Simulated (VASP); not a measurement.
Here is a VASP 6.6.1 calculation.

Contents of INCAR:

```
PREC     = Accurate       # precision mode
ENCUT    = 520            # plane-wave cutoff, eV
EDIFF    = 1E-7           # SCF threshold, eV
ISMEAR   = -1             # smearing method
SIGMA    = 0.6            # smearing width, eV
LREAL    = F              # projectors in reciprocal space
LASPH    = T              # aspherical terms in the spheres
NELM     = 80             # most SCF steps
ALGO     = Normal         # electronic algorithm
ISIF     = 2              # what is computed and relaxed
LWAVE    = F              # write WAVECAR
LCHARG   = T              # write CHGCAR
GGA      = CA             # functional
LELF     = T              # ELF
LVHAR    = T            
NBANDS   = 17             # bands
```

The input KPOINTS:

```
Automatic mesh
0
Gamma
  12 12 7
```

POSCAR

```
Hf
1.0
    3.1183974891      0.0000000000      0.0000000000
   -1.5591987445      2.7006114446      0.0000000000
    0.0000000000      0.0000000000      4.9475473504
Hf
2
Direct
    0.3333333333      0.6666666667      0.2500000000
    0.6666666667      0.3333333333      0.7500000000
```

Potentials or basis: VASP PAW LDA potentials, release 64 (Hf_pv).

Launch:

```bash
$ cat potpaw_LDA.64/Hf_pv/POTCAR > POTCAR
$ mpirun -np 1 vasp_std > vasp.out
```

Question: Estimate the pressure.

Answer: 4.9 GPa.

Question: What does it give for the band gap on the k mesh?

Answer: Zero (bands 10 and 11 overlap by 1.40 eV).

Stress tensor (GPa, compression positive):
```
3.56 0.00 0.00
0.00 3.56 0.00
0.00 0.00 7.45
```

Caveat: the cell stands under pressure; so wide a smearing shifts energies and pressures; spin-orbit coupling is left out, which moves the levels of the heavy elements.
